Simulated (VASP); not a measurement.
# LiF (Pm-3m) in VASP: single point with LDA

Aim: the single point of LiF with LDA.

Program: VASP 6.6.1. These are calculated values, not measurements. Logs are shortened: lines on timing, memory, paths and dates and some standing lists are left out, and cuts for length are marked.

### 1 The cell of the first run

It takes space group Pm-3m (No. 221, cubic). Conventional cell: a = 2.560 Å, b = 2.560 Å, c = 2.560 Å, α = 90.00°, β = 90.00°, γ = 90.00°. Within 2.9 Å of Li (site symmetry m-3m) lie 8 F at 2.22 Å and 6 Li at 2.56 Å. Within 2.9 Å of F (site symmetry m-3m) lie 8 Li at 2.22 Å and 6 F at 2.56 Å.

### 2 Single point, LDA

Contents of INCAR:

```
PREC     = Accurate       # precision mode
ENCUT    = 520            # plane-wave cutoff, eV
EDIFF    = 1E-6           # SCF threshold, eV
ISMEAR   = 0              # smearing method
SIGMA    = 0.01           # smearing width, eV
LREAL    = F              # projectors in reciprocal space
LASPH    = T              # aspherical terms in the spheres
NELM     = 80             # most SCF steps
ALGO     = Normal         # electronic algorithm
ISIF     = 2              # what is computed and relaxed
LWAVE    = F              # write WAVECAR
LCHARG   = F              # write CHGCAR
GGA      = CA             # functional
NBANDS   = 12             # bands
```

Contents of KPOINTS:

```
regular mesh
0
Gamma
  8 8 8
```

Contents of POSCAR:

```
LiF
1.0
    2.5595330000      0.0000000000      0.0000000000
    0.0000000000      2.5595330000      0.0000000000
    0.0000000000      0.0000000000      2.5595330000
Li F
1 1
Direct
    0.0000000000      0.0000000000      0.0000000000
    0.5000000000      0.5000000000      0.5000000000
```

Potentials or basis: VASP PAW LDA potentials, release 64 (Li_sv, F).

The run is started by

```
> cat potpaw_LDA.64/Li_sv/POTCAR potpaw_LDA.64/F/POTCAR > POTCAR
> mpirun -np 1 vasp_std > vasp.out
```

OUTCAR:

```text
PREC = Accurate
   ENCUT = 520
   EDIFF = 1E-6
   ISMEAR = 0
   LREAL = F
   LASPH = T
   NELM = 80
   ISIF = 2
   GGA = CA

 ion  position               nearest neighbor table
   1  0.000  0.000  0.000-   2 2.22   2 2.22   2 2.22   2 2.22   2 2.22   2 2.22   2 2.22   2 2.22

   2  0.500  0.500  0.500-   1 2.22   1 2.22   1 2.22   1 2.22   1 2.22   1 2.22   1 2.22   1 2.22

  LATTYP: Found a simple cubic cell.
 ALAT       =     2.5595330000

  Lattice vectors:

 A1 = (   2.5595330000,   0.0000000000,   0.0000000000)
 A2 = (   0.0000000000,   2.5595330000,   0.0000000000)
 A3 = (   0.0000000000,   0.0000000000,   2.5595330000)

Analysis of symmetry for initial positions (statically):
=====================================================================
 Subroutine PRICEL returns:
 Original cell was already a primitive cell.

 Routine SETGRP: Setting up the symmetry group for a
 simple cubic supercell.

 Subroutine GETGRP returns: Found 48 space group operations
 (whereof 48 operations were pure point group operations)
 out of a pool of 48 trial point group operations.

The static configuration has the point symmetry O_h .

Analysis of symmetry for dynamics (positions and initial velocities):
=====================================================================
 Subroutine PRICEL returns:
 Original cell was already a primitive cell.

 Routine SETGRP: Setting up the symmetry group for a
 simple cubic supercell.

 Subroutine GETGRP returns: Found 48 space group operations
 (whereof 48 operations were pure point group operations)
 out of a pool of 48 trial point group operations.

The dynamic configuration has the point symmetry O_h .

 Subroutine INISYM returns: Found 48 space group operations
 (whereof 48 operations are pure point group operations),
 and found     1 'primitive' translations

----------------------------------------------------------------------------------------

                                     Primitive cell

  volume of cell :      16.7680

  direct lattice vectors                    reciprocal lattice vectors
     2.559533000  0.000000000  0.000000000     0.390696272  0.000000000  0.000000000
     0.000000000  2.559533000  0.000000000     0.000000000  0.390696272  0.000000000
     0.000000000  0.000000000  2.559533000     0.000000000  0.000000000  0.390696272

  length of vectors
     2.559533000  2.559533000  2.559533000     0.390696272  0.390696272  0.390696272

  position of ions in fractional coordinates (direct lattice)
     0.000000000  0.000000000  0.000000000
     0.500000000  0.500000000  0.500000000

  ion indices of the primitive-cell ions
   primitive index   ion index
                 1           1
                 2           2

----------------------------------------------------------------------------------------

 KPOINTS: regular mesh

Automatic generation of k-mesh.
 Grid dimensions read from file:
 generate k-points for:    8    8    8

 Generating k-lattice:

  Cartesian coordinates                     Fractional coordinates (reciprocal lattice)
     0.048837034  0.000000000  0.000000000     0.125000000  0.000000000  0.000000000
     0.000000000  0.048837034  0.000000000     0.000000000  0.125000000  0.000000000
     0.000000000  0.000000000  0.048837034     0.000000000  0.000000000  0.125000000

  Length of vectors
     0.048837034  0.048837034  0.048837034

  Shift w.r.t. Gamma in fractional coordinates (k-lattice)
     0.000000000  0.000000000  0.000000000

 Subroutine IBZKPT returns following result:
 ===========================================

 Found     35 irreducible k-points:

 Following reciprocal coordinates:
            Coordinates               Weight
  0.000000  0.000000  0.000000      1.000000
  0.125000  0.000000  0.000000      6.000000
  0.250000  0.000000  0.000000      6.000000
  0.375000  0.000000  0.000000      6.000000
  0.500000  0.000000  0.000000      3.000000
  0.125000  0.125000  0.000000     12.000000
[... 16 lines left out ...]
  0.375000  0.375000  0.125000     24.000000
  0.500000  0.375000  0.125000     24.000000
 [... further k-points ...]
   k-points           NKPTS =     35   k-points in BZ     NKDIM =     35   number of bands    NBANDS=     12
   number of dos      NEDOS =    301   number of ions     NIONS =      2
   total plane-waves  NPLWV =   8000
   dimension x,y,z NGX =    20 NGY =   20 NGZ =   20
   dimension x,y,z NGXF=    40 NGYF=   40 NGZF=   40
   ions per type =               1   1
   NGX,Y,Z   is equivalent  to a cutoff of  12.99, 12.99, 12.99 a.u.
   NGXF,Y,Z  is equivalent  to a cutoff of  25.98, 25.98, 25.98 a.u.
 SYSTEM =  unknown system
   PREC   = accura    normal or accurate (medium, high low for compatibility)
   ISTART =      0    job   : 0-new  1-cont  2-samecut
   ICHARG =      2    charge: 1-file 2-atom 10-const
   ISPIN  =      1    spin polarized calculation?
   LNONCOLLINEAR =      F non collinear calculations
   LSORBIT =      F    spin-orbit coupling
   LASPH  =      T    aspherical Exc in radial PAW
   ENCUT  =  520.0 eV  38.22 Ry    6.18 a.u.   4.76  4.76  4.76*2*pi/ulx,y,z
   NELM   =     80;   NELMIN=  2; NELMDL= -5     # of ELM steps
   EDIFF  = 0.1E-05   stopping-criterion for ELM
   LREAL  =      F    real-space projection
   EDIFFG = 0.1E-04   stopping-criterion for IOM
   NSW    =      0    number of steps for IOM
   IBRION =     -1    ionic relax: 0-MD 1-quasi-New 2-CG
   NFREE  =      0    steps in history (QN), initial steepest desc. (CG)
   ISIF   =      2    stress and relaxation
   ISYM   =      2    0-nonsym 1-usesym 2-fastsym
   POTIM  = 0.5000    time-step for ionic-motion
   TEBEG  =    0.0;   TEEND  =   0.0 temperature during run
   PSTRESS=    0.0 pullay stress
   NELECT =      10.0000    total number of electrons
   NUPDOWN=      -1.0000    fix difference up-down
   EMIN   =  10.00;   EMAX   =-10.00  energy-range for DOS
   EFERMI =   0.00;   METHOD = LEGACY
   ISMEAR =     0;   SIGMA  =   0.01  broadening in eV -4-tet -1-fermi 0-gaus
   EFERMI_NEDOS =   21; number of points for ismear=-14 and -15
   IALGO  =     38    algorithm
   IMIX   =      4    mixing-type and parameters
     AMIX     =   0.40;   BMIX     =  1.00
     AMIX_MAG =   1.60;   BMIX_MAG =  1.00
  volume/ion in A,a.u.               =       8.38        56.58
  Fermi-wavevector in a.u.,A,eV,Ry     =   1.377994  2.604032 25.835673  1.898868
  Thomas-Fermi vector in A             =   2.503097
   LORBIT       =      0    0 simple, 1 ext, 2 COOP (PROOUT), +10 PAW based schemes
   GGA     = CA    functional components
   LHFCALC =     F    Hartree Fock is set to
   AEXX    =    0.0000 exact exchange contribution
   IVDW    =     0    specifies the selected vdW correction
   LEPSILON=     F    determine dielectric tensor
   LRPA    =     F    only Hartree local field effects (RPA)
 non-spin polarized calculation
 Gauss-broadening in eV      SIGMA  =   0.01
  energy-cutoff  :      520.00
  volume of cell :       16.77
 maximum number of plane-waves:       468
 NGX is ok and might be reduce to    20
   NGX =  9   NGY =  9   NGZ =  9

 number of electron      10.0000016 magnetization

 Free energy of the ion-electron system (eV)
  ---------------------------------------------------
  ext. energy  EPLUGINS =         0.00000000
  ---------------------------------------------------
  free energy    TOTEN  =        -9.87002254 eV

  energy without entropy =       -9.87002254  energy(sigma->0) =       -9.87002254

 E-fermi :  -0.1033     XC(G=0): -10.5747

 val. band max:       -0.1967690695   @ k =   0.5000   0.5000   0.0000
 cond. band min:       7.1077169977   @ k =   0.0000   0.0000   0.0000
 fundamental gap:      7.3044860672
 Fermi energy:        -0.1033389899

 k-point     1 :       0.0000    0.0000    0.0000
  band No.  band energies     occupation
      1     -41.8429      2.00000
      2     -20.6084      2.00000
      3      -0.8827      2.00000
      4      -0.8827      2.00000
      5      -0.8827      2.00000
      6       7.1077      0.00000
      7      18.2197      0.00000
      8      18.2197      0.00000
      9      20.3093      0.00000
     10      20.3093      0.00000
     11      20.3093      0.00000
     12      37.8381      0.00000

 k-point     2 :       0.1250    0.0000    0.0000
  band No.  band energies     occupation
      1     -41.8350      2.00000
      2     -20.5422      2.00000
      3      -1.4288      2.00000
      4      -0.8258      2.00000
      5      -0.8258      2.00000
      6       7.4636      0.00000
      7      16.3717      0.00000
      8      18.5766      0.00000
      9      20.2447      0.00000
     10      20.2447      0.00000
     11      23.0721      0.00000
     12      35.7978      0.00000

 k-point     3 :       0.2500    0.0000    0.0000
  band No.  band energies     occupation
      1     -41.8159      2.00000
      2     -20.3773      2.00000
      3      -2.5734      2.00000
      4      -0.6853      2.00000
      5      -0.6853      2.00000
      6       8.0967      0.00000
      7      14.6560      0.00000
      8      19.6463      0.00000
      9      20.0553      0.00000
     10      20.0553      0.00000
     11      27.4708      0.00000
     12      31.1181      0.00000

 k-point     4 :       0.3750    0.0000    0.0000
  band No.  band energies     occupation
      1     -41.7970      2.00000
      2     -20.2045      2.00000
      3      -3.5645      2.00000
      4      -0.5403      2.00000
      5      -0.5403      2.00000
      6       8.4871      0.00000
      7      13.7643      0.00000
      8      19.8182      0.00000
      9      19.8182      0.00000
     10      21.4217      0.00000
     11      27.2020      0.00000
     12      32.4170      0.00000

 k-point     5 :       0.5000    0.0000    0.0000
  band No.  band energies     occupation
      1     -41.7891      2.00000
      2     -20.1302      2.00000
      3      -3.9451      2.00000
      4      -0.4789      2.00000
      5      -0.4789      2.00000
      6       8.5864      0.00000
      7      13.5152      0.00000
      8      19.7063      0.00000
      9      19.7063      0.00000
     10      23.5496      0.00000
     11      24.3602      0.00000
     12      32.0653      0.00000
[... 228 lines left out ...]
      1     -41.7677      2.00000
      2     -19.8725      2.00000
      3      -3.2745      2.00000
      4      -2.1406      2.00000
      5      -0.8366      2.00000
      6      10.6058      0.00000
      7      13.2981      0.00000
      8      14.6956      0.00000
      9      20.8697      0.00000
     10      23.0132      0.00000
     11      27.0982      0.00000
     12      30.3984      0.00000

 k-point    22 :       0.5000    0.2500    0.1250
  band No.  band energies     occupation
      1     -41.7606      2.00000
      2     -19.7926      2.00000
      3      -3.6469      2.00000
      4      -2.0800      2.00000
      5      -0.7670      2.00000
      6      10.8795      0.00000
      7      12.9004      0.00000
      8      14.6623      0.00000
      9      21.2455      0.00000
     10      22.3678      0.00000
     11      26.5507      0.00000
     12      30.7781      0.00000

 k-point    23 :       0.3750    0.3750    0.1250
  band No.  band energies     occupation
      1     -41.7517      2.00000
      2     -19.6794      2.00000
      3      -3.1374      2.00000
      4      -3.0581      2.00000
      5      -0.6922      2.00000
      6      11.6175      0.00000
      7      13.0911      0.00000
      8      13.3337      0.00000
      9      21.0913      0.00000
     10      22.1054      0.00000
     11      26.9923      0.00000
     12      28.6860      0.00000

 k-point    24 :       0.5000    0.3750    0.1250
  band No.  band energies     occupation
      1     -41.7451      2.00000
      2     -19.5960      2.00000
      3      -3.4678      2.00000
      4      -3.0240      2.00000
      5      -0.6291      2.00000
      6      12.1273      0.00000
      7      12.5537      0.00000
      8      13.2447      0.00000
      9      20.4499      0.00000
     10      22.5767      0.00000
     11      26.5937      0.00000
     12      28.1374      0.00000

 [... further k-points ...]
[... 5 lines left out ...]
  --------------------------------------------------------------------------------------
  -------------------------------------------------------------------------------------
  Total       -0.8322688     -0.8322688     -0.8322688     -0.0000000     -0.0000000      0.0000000
  in kB      -79.5228574    -79.5228574    -79.5228574     -0.0000000     -0.0000000      0.0000000
  external PRESSURE =     -79.5228574 kB  Pullay stress =       0.0000000 kB

 VOLUME and BASIS-vectors are now :
 -----------------------------------------------------------------------------
  energy-cutoff  :      520.00
  volume of cell :       16.77
      direct lattice vectors                 reciprocal lattice vectors
     2.559533000  0.000000000  0.000000000     0.390696272  0.000000000  0.000000000
     0.000000000  2.559533000  0.000000000     0.000000000  0.390696272  0.000000000
     0.000000000  0.000000000  2.559533000     0.000000000  0.000000000  0.390696272

 POSITION                                       TOTAL-FORCE (eV/Angst)
 -----------------------------------------------------------------------------------
      0.00000      0.00000      0.00000         0.000000      0.000000      0.000000
      1.27977      1.27977      1.27977         0.000000      0.000000      0.000000
 -----------------------------------------------------------------------------------
    total drift:                                0.000000      0.000000      0.000000

  FREE ENERGIE OF THE ION-ELECTRON SYSTEM (eV)
  ---------------------------------------------------
  free  energy   TOTEN  =        -9.8700225357 eV

  energy  without entropy=       -9.8700225357  energy(sigma->0) =       -9.87002254
```

Run time: 5 s. Hardware: 1 thread of Intel Xeon 6975P-C, shared host; peak memory 0.11 GiB.

What came out:

```yaml
Free_energy: -9.8700 eV
Band_gap_on_the_k_mesh: 7.30 eV, indirect (least direct gap 7.99 eV)
```

Caveat: the cutoff is under 1.25 times the usual one of these potentials, so pressure, stress and relaxed cells hold a basis-set (Pulay) error.
